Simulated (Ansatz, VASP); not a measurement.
**MgZn4O in VASP and in Ansatz**

Contents of INCAR:

```
SYSTEM = MgZn4O
  PREC = Accurate
  ENCUT = 600
  EDIFF = 1E-7
  ISMEAR = 0
  SIGMA = 0.2
  LREAL = .FALSE.
  LASPH = .TRUE.
  NELM = 60
  ALGO = Normal
  ISIF = 3
  LWAVE = .FALSE.
  LCHARG = .FALSE.
  GGA = PE
  IBRION = 2
  NSW = 36
  EDIFFG = -0.08
```

Contents of KPOINTS:

```
regular mesh
0
G
  4 4 4
  0 0 0
```

Contents of POSCAR:

```
MgZn4O
1.0
    0.0000000000      3.4252169100      3.4252169100
    3.4252169100      0.0000000000      3.4252169100
    3.4252169100      3.4252169100      0.0000000000
Mg Zn O
1 4 1
Direct
    0.7500000000      0.7500000000      0.7500000000
    0.3747620000      0.3747620000      0.8757140000
    0.8757140000      0.3747620000      0.3747620000
    0.3747620000      0.3747620000      0.3747620000
    0.3747620000      0.8757140000      0.3747620000
    0.0000000000      0.0000000000      0.0000000000
```

Input for Ansatz:

```yaml
crystal:
  lattice:
    - [0.0, 3.42521691, 3.42521691]
    - [3.42521691, 0.0, 3.42521691]
    - [3.42521691, 3.42521691, 0.0]
  atoms:
    - { symbol: Mg, position: [0.75, 0.75, 0.75] }
    - { symbol: Zn, position: [0.374762, 0.374762, 0.875714] }
    - { symbol: Zn, position: [0.875714, 0.374762, 0.374762] }
    - { symbol: Zn, position: [0.374762, 0.374762, 0.374762] }
    - { symbol: Zn, position: [0.374762, 0.875714, 0.374762] }
    - { symbol: O, position: [0.0, 0.0, 0.0] }
basis:
  ecutwfc: 420
kpoints:
  mp_grid: { grid: [4, 4, 4] }
hamiltonian:
  xc: pbe
scf:
  occupations: { method: gaussian, width: 0.2 }
  lower_state_search: "off"
output:
  forces: true
  stress: true
  eigenvalues: true
relax:
  adjacent_minimum: "off"
  f_tol: 0.08
  max_steps: 16
  cell: { stress_tol: 0.8 }
```

Change from the starting cell: species swapped into the LuInCo4 type (F-43m, No. 216).

Alike in both runs: task relaxation of cell and atoms; functional PBE; k mesh 4 × 4 × 4; occupations gaussian, width 0.2 eV; no spin polarisation.

|  | VASP | Ansatz |
| --- | --- | --- |
| version | VASP 6.6.1 | Ansatz 0.2.0 |
| potentials or method | VASP PAW PBE potentials, release 64 (Mg, Zn, O), cutoff 600 eV | scalar-relativistic, plane waves, PAW |
| valence electrons in the cell | 56 | 64 |

Ansatz gave:

```
gap on the k mesh at the Fermi level, each at its own relaxed structure (eV) : none
relaxed volume (Å³/atom)                                                     : 15.63
relaxed cell length with the largest relative difference (Å)                 : 5.100
```

**Question.** Which values does VASP return?

**Answer.** gap on the k mesh at the Fermi level, each at its own relaxed structure (eV): none; relaxed volume (Å³/atom): 15.76; relaxed cell length with the largest relative difference (Å): 5.114.

A gap of «none» marks a metal or a gap that the smearing closes. VASP's potentials hold 56 valence electrons a cell and Ansatz's 64, so a difference there can come from the potentials and not from the codes.

The k mesh is coarse, so the values compare programs but aren't converged. Noted on VASP's run: the volume moved by over 15 % at a fixed basis, so the end points are rough.
